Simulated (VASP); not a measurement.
# CdSe in VASP: further runs

Runs on CdSe. Level: PBE. Tasks: single point.

Everything below comes from runs of VASP 6.6.1. Logs are shortened: lines on timing, memory, paths and dates and some standing lists are left out, and cuts for length are marked.

**1. The cell of the first run**

The structure is cubic, space group F-43m (No. 216). The conventional cell has a = 5.898 Å, b = 5.898 Å, c = 5.898 Å, α = 90.00°, β = 90.00°, γ = 90.00°. Within 3.4 Å of Cd (site symmetry -43m) lie 4 Se at 2.55 Å. Within 3.4 Å of Se (site symmetry -43m) lie 4 Cd at 2.55 Å.

**2. Single point, PBE (strain -3.9%)**

INCAR reads:

```
ALGO = Normal
EDIFF = 1E-6
ENCUT = 500
GGA = PE
GGA_COMPAT = F
ISIF = 2
ISMEAR = 0
LASPH = T
LCHARG = T
LELF = T
LREAL = F
LVHAR = T
LWAVE = F
NBANDS = 16
NELM = 120
PREC = Accurate
SIGMA = 0.01
```

KPOINTS reads:

```
k-points
0
Gamma
  4 4 4
```

POSCAR reads:

```
CdSe
1.0
    0.0000000000      2.9487709945      2.9487709945
    2.9487709945      0.0000000000      2.9487709945
    2.9487709945      2.9487709945      0.0000000000
Cd Se
1 1
Direct
    0.0000000000      0.0000000000      0.0000000000
    0.7500000000      0.7500000000      0.7500000000
```

Potentials or basis: VASP PAW PBE potentials, release 64 (Cd, Se).

Launch:

```console
cat potpaw_PBE.64/Cd/POTCAR potpaw_PBE.64/Se/POTCAR > POTCAR
mpirun -np 1 vasp_std > vasp.out
```

OUTCAR:

```text
EDIFF = 1E-6
   ENCUT = 500
   GGA = PE
   ISIF = 2
   ISMEAR = 0
   LASPH = T
   LREAL = F
   NELM = 120
   PREC = Accurate

 ion  position               nearest neighbor table
   1  0.000  0.000  0.000-   2 2.55   2 2.55   2 2.55   2 2.55
   2  0.750  0.750  0.750-   1 2.55   1 2.55   1 2.55   1 2.55

  LATTYP: Found a face centered cubic cell.
 ALAT       =     5.8975419890

  Lattice vectors:

 A1 = (   0.0000000000,   2.9487709945,   2.9487709945)
 A2 = (   2.9487709945,   0.0000000000,   2.9487709945)
 A3 = (   2.9487709945,   2.9487709945,   0.0000000000)

Analysis of symmetry for initial positions (statically):
=====================================================================
 Subroutine PRICEL returns:
 Original cell was already a primitive cell.

 Routine SETGRP: Setting up the symmetry group for a
 face centered cubic supercell.

 Subroutine GETGRP returns: Found 24 space group operations
 (whereof 24 operations were pure point group operations)
 out of a pool of 48 trial point group operations.

The static configuration has the point symmetry T_d .

Analysis of symmetry for dynamics (positions and initial velocities):
=====================================================================
 Subroutine PRICEL returns:
 Original cell was already a primitive cell.

 Routine SETGRP: Setting up the symmetry group for a
 face centered cubic supercell.

 Subroutine GETGRP returns: Found 24 space group operations
 (whereof 24 operations were pure point group operations)
 out of a pool of 48 trial point group operations.

The dynamic configuration has the point symmetry T_d .

 Subroutine INISYM returns: Found 24 space group operations
 (whereof 24 operations are pure point group operations),
 and found     1 'primitive' translations

----------------------------------------------------------------------------------------

                                     Primitive cell

  volume of cell :      51.2806

  direct lattice vectors                    reciprocal lattice vectors
     0.000000000  2.948770994  2.948770994    -0.169562167  0.169562167  0.169562167
     2.948770994  0.000000000  2.948770994     0.169562167 -0.169562167  0.169562167
     2.948770994  2.948770994  0.000000000     0.169562167  0.169562167 -0.169562167

  length of vectors
     4.170191933  4.170191933  4.170191933     0.293690288  0.293690288  0.293690288
[... 61 lines left out ...]
   LASPH  =      T    aspherical Exc in radial PAW
   ENCUT  =  500.0 eV  36.75 Ry    6.06 a.u.   7.60  7.60  7.60*2*pi/ulx,y,z
   NELM   =    120;   NELMIN=  2; NELMDL= -5     # of ELM steps
   EDIFF  = 0.1E-05   stopping-criterion for ELM
   LREAL  =      F    real-space projection
   EDIFFG = 0.1E-04   stopping-criterion for IOM
   NSW    =      0    number of steps for IOM
   IBRION =     -1    ionic relax: 0-MD 1-quasi-New 2-CG
   NFREE  =      0    steps in history (QN), initial steepest desc. (CG)
   ISIF   =      2    stress and relaxation
   ISYM   =      2    0-nonsym 1-usesym 2-fastsym
   POTIM  = 0.5000    time-step for ionic-motion
   TEBEG  =    0.0;   TEEND  =   0.0 temperature during run
   PSTRESS=    0.0 pullay stress
   NELECT =      18.0000    total number of electrons
   NUPDOWN=      -1.0000    fix difference up-down
   EMIN   =  10.00;   EMAX   =-10.00  energy-range for DOS
   EFERMI =   0.00;   METHOD = LEGACY
   ISMEAR =     0;   SIGMA  =   0.01  broadening in eV -4-tet -1-fermi 0-gaus
   EFERMI_NEDOS =   21; number of points for ismear=-14 and -15
   IALGO  =     38    algorithm
   IMIX   =      4    mixing-type and parameters
     AMIX     =   0.40;   BMIX     =  1.00
     AMIX_MAG =   1.60;   BMIX_MAG =  1.00
  volume/ion in A,a.u.               =      25.64       173.03
  Fermi-wavevector in a.u.,A,eV,Ry     =   1.154821  2.182295 18.144882  1.333611
  Thomas-Fermi vector in A             =   2.291454
   LORBIT       =      0    0 simple, 1 ext, 2 COOP (PROOUT), +10 PAW based schemes
   GGA     = PE    functional components
   LHFCALC =     F    Hartree Fock is set to
   AEXX    =    0.0000 exact exchange contribution
   IVDW    =     0    specifies the selected vdW correction
   LEPSILON=     F    determine dielectric tensor
   LRPA    =     F    only Hartree local field effects (RPA)
 non-spin polarized calculation
 Gauss-broadening in eV      SIGMA  =   0.01
  energy-cutoff  :      500.00
  volume of cell :       51.28
 maximum number of plane-waves:      1316
   NGX = 15   NGY = 15   NGZ = 15

 number of electron      17.9999990 magnetization

 Free energy of the ion-electron system (eV)
  ---------------------------------------------------
  ext. energy  EPLUGINS =         0.00000000
  ---------------------------------------------------
  free energy    TOTEN  =        -5.21657234 eV

  energy without entropy =       -5.21657234  energy(sigma->0) =       -5.21657234

 E-fermi :   1.8374     XC(G=0):  -9.3020

 val. band max:        1.7596004631   @ k =   0.0000   0.0000   0.0000
 cond. band min:       2.5460573258   @ k =   0.0000   0.0000   0.0000
 fundamental gap:      0.7864568627
 Fermi energy:         1.8373543132

 k-point     1 :       0.0000    0.0000    0.0000
  band No.  band energies     occupation
      1     -11.4005      2.00000
      2      -6.5702      2.00000
      3      -6.5702      2.00000
      4      -6.5702      2.00000
      5      -6.0889      2.00000
      6      -6.0889      2.00000
[... 129 lines left out ...]
      3      -6.3187      2.00000
      4      -6.1321      2.00000
      5      -6.0891      2.00000
      6      -5.4594      2.00000
[... 8 lines left out ...]
     15      14.8006      0.00000
     16      15.2614      0.00000

------------------------ aborting loop because EDIFF is reached ----------------------------------------

  FORCE on cell =-STRESS in cart. coord.  units (eV):
  Direction    XX          YY          ZZ          XY          YZ          ZX
  --------------------------------------------------------------------------------------
  -------------------------------------------------------------------------------------
  Total        3.2482302      3.2482302      3.2482302     -0.0000000     -0.0000000     -0.0000000
  in kB      101.4855600    101.4855600    101.4855600     -0.0000000     -0.0000000     -0.0000000
  external PRESSURE =     101.4855600 kB  Pullay stress =       0.0000000 kB

 VOLUME and BASIS-vectors are now :
 -----------------------------------------------------------------------------
  energy-cutoff  :      500.00
  volume of cell :       51.28
      direct lattice vectors                 reciprocal lattice vectors
     0.000000000  2.948770994  2.948770994    -0.169562167  0.169562167  0.169562167
     2.948770994  0.000000000  2.948770994     0.169562167 -0.169562167  0.169562167
     2.948770994  2.948770994  0.000000000     0.169562167  0.169562167 -0.169562167

 POSITION                                       TOTAL-FORCE (eV/Angst)
 -----------------------------------------------------------------------------------
      0.00000      0.00000      0.00000        -0.000000      0.000000      0.000000
      4.42316      4.42316      4.42316         0.000000     -0.000000     -0.000000
 -----------------------------------------------------------------------------------
    total drift:                               -0.000000     -0.000000     -0.000000

  FREE ENERGIE OF THE ION-ELECTRON SYSTEM (eV)
  ---------------------------------------------------
  free  energy   TOTEN  =        -5.2165723428 eV

  energy  without entropy=       -5.2165723428  energy(sigma->0) =       -5.21657234
```

It took 9.1 s on 1 thread of Intel Xeon Platinum 8488C (Sapphire Rapids), shared host; peak memory 0.16 GiB.

Results:

```
Free energy            : -5.2166 eV
Pressure               : 10.1 GPa
Band gap on the k mesh : 0.79 eV, direct
```

Caveat: the k points lie up to 0.46 Å⁻¹ apart; the cell differs from its parent crystal (strain -3.9%).

**3. Single point, PBE (strain -4.8%)**

INCAR reads:

```
SYSTEM = CdSe
PREC = Accurate
ENCUT = 500
EDIFF = 1E-6
ISMEAR = 0
SIGMA = 0.01
LREAL = .FALSE.
LASPH = .TRUE.
NELM = 120
ALGO = Normal
ISIF = 2
LWAVE = .FALSE.
LCHARG = .TRUE.
GGA = PE
LELF = .TRUE.
LVHAR = .TRUE.
NBANDS = 16
GGA_COMPAT = .FALSE.
```

KPOINTS reads:

```
Automatic mesh
0
G
  4 4 4
  0 0 0
```

POSCAR reads:

```
CdSe
1.0
    0.0000000000      2.9202404386      2.9202404386
    2.9202404386      0.0000000000      2.9202404386
    2.9202404386      2.9202404386      0.0000000000
Cd Se
1 1
Direct
    0.0000000000      0.0000000000      0.0000000000
    0.7500000000      0.7500000000      0.7500000000
```

Potentials or basis: VASP PAW PBE potentials, release 64 (Cd, Se).

Launch:

```console
cat potpaw_PBE.64/Cd/POTCAR potpaw_PBE.64/Se/POTCAR > POTCAR
mpirun -np 1 vasp_std > vasp.out
```

OUTCAR:

```text
SYSTEM = CdSe
   PREC = Accurate
   ENCUT = 500
   EDIFF = 1E-6
   ISMEAR = 0
   LREAL = .FALSE.
   LASPH = .TRUE.
   NELM = 120
   ISIF = 2
   GGA = PE

 ion  position               nearest neighbor table
   1  0.000  0.000  0.000-   2 2.53   2 2.53   2 2.53   2 2.53
   2  0.750  0.750  0.750-   1 2.53   1 2.53   1 2.53   1 2.53

  LATTYP: Found a face centered cubic cell.
 ALAT       =     5.8404808772

  Lattice vectors:

 A1 = (   0.0000000000,   2.9202404386,   2.9202404386)
[... 318 lines left out ...]

------------------------ aborting loop because EDIFF is reached ----------------------------------------

  FORCE on cell =-STRESS in cart. coord.  units (eV):
  Direction    XX          YY          ZZ          XY          YZ          ZX
  --------------------------------------------------------------------------------------
  -------------------------------------------------------------------------------------
  Total        4.0053568      4.0053568      4.0053568     -0.0000000      0.0000000     -0.0000000
  in kB      128.8445238    128.8445238    128.8445238     -0.0000000      0.0000000     -0.0000000
  external PRESSURE =     128.8445238 kB  Pullay stress =       0.0000000 kB

 VOLUME and BASIS-vectors are now :
 -----------------------------------------------------------------------------
  energy-cutoff  :      500.00
  volume of cell :       49.81
      direct lattice vectors                 reciprocal lattice vectors
     0.000000000  2.920240439  2.920240439    -0.171218778  0.171218778  0.171218778
     2.920240439  0.000000000  2.920240439     0.171218778 -0.171218778  0.171218778
     2.920240439  2.920240439  0.000000000     0.171218778  0.171218778 -0.171218778

 POSITION                                       TOTAL-FORCE (eV/Angst)
 -----------------------------------------------------------------------------------
      0.00000      0.00000      0.00000         0.000000     -0.000000      0.000000
      4.38036      4.38036      4.38036        -0.000000      0.000000     -0.000000
 -----------------------------------------------------------------------------------
    total drift:                               -0.000000     -0.000000     -0.000000

  FREE ENERGIE OF THE ION-ELECTRON SYSTEM (eV)
  ---------------------------------------------------
  free  energy   TOTEN  =        -5.1110685619 eV

  energy  without entropy=       -5.1110685619  energy(sigma->0) =       -5.11106856
```

Wall time 9.6 s (1 thread of Intel Xeon Platinum 8488C (Sapphire Rapids), shared host); peak memory 0.16 GiB.

What came out:

```
Free energy            : -5.1111 eV
Pressure               : 12.9 GPa
Band gap on the k mesh : 0.85 eV, direct
```

Levels at points of the mesh, in eV from the valence-band top:
```
           k point  band 5  band 6  band 7  band 8  band 9  band 10  band 11  band 12  band 13  band 14
(0.00, 0.00, 0.00)   -7.95   -7.95    0.00    0.00    0.00     0.85     5.88     5.88     5.88    10.26
(0.50, 0.00, 0.00)   -7.91   -7.55   -5.19   -0.95   -0.95     2.51     6.42     6.42     7.71    10.43
(0.50, 0.50, 0.00)   -7.87   -7.47   -4.69   -2.32   -2.32     2.86     3.80     9.75    10.94    10.94
```

Caveat: the k points lie up to 0.47 Å⁻¹ apart; the cell differs from its parent crystal (strain -4.8%).

**4. Single point, PBE (uniaxial x strain +3.3%)**

INCAR reads:

```
PREC = Accurate ; ENCUT = 500
EDIFF = 1E-6 ; ISMEAR = 0
SIGMA = 0.01 ; LREAL = False
LASPH = True ; NELM = 120
ALGO = Normal ; ISIF = 2
LWAVE = False ; LCHARG = False
GGA = PE ; NBANDS = 16
GGA_COMPAT = False
```

KPOINTS reads:

```
Automatic mesh
0
Gamma
  4 4 4
```

POSCAR reads:

```
CdSe
1.0
    0.0000000000      3.0678017004      3.0678017004
    3.1696527169      0.0000000000      3.0678017004
    3.1696527169      3.0678017004      0.0000000000
Cd Se
1 1
Direct
    0.0000000000      0.0000000000      0.0000000000
    0.7500000000      0.7500000000      0.7500000000
```

Launch:

```console
cat potpaw_PBE.64/Cd/POTCAR potpaw_PBE.64/Se/POTCAR > POTCAR
mpirun -np 1 vasp_std > vasp.out
```

Wall time 8.9 s (1 thread of Intel Xeon Platinum 8488C (Sapphire Rapids), shared host); peak memory 0.17 GiB.

The run converged. Its results:

| Item | Value |
| --- | --- |
| Free energy | -5.4519 eV |
| Pressure | 0.2 GPa |
| Band gap on the k mesh | 0.43 eV, direct |

Stress tensor (GPa, compression positive):
```
-0.18  0.00  0.00
 0.00  0.44  0.00
 0.00  0.00  0.44
```

Levels at points of the mesh, in eV from the valence-band top:
```
           k point  band 6  band 7  band 8  band 9  band 10  band 11  band 12  band 13
(0.00, 0.00, 0.00)   -7.50   -0.10    0.00    0.00     0.43     5.87     5.87     5.89
(0.50, 0.00, 0.00)   -7.25   -4.10   -0.77   -0.63     2.26     6.27     6.48     7.21
(0.50, 0.50, 0.00)   -7.18   -3.81   -1.76   -1.72     3.16     3.55     8.90     9.62
(0.00, 0.50, 0.50)   -7.22   -3.98   -1.61   -1.61     3.26     3.81     8.63     9.84
```

Caveat: the k points lie up to 0.44 Å⁻¹ apart; the cell differs from its parent crystal (uniaxial x strain +3.3%).

(Part 1 of 2 ends here.)
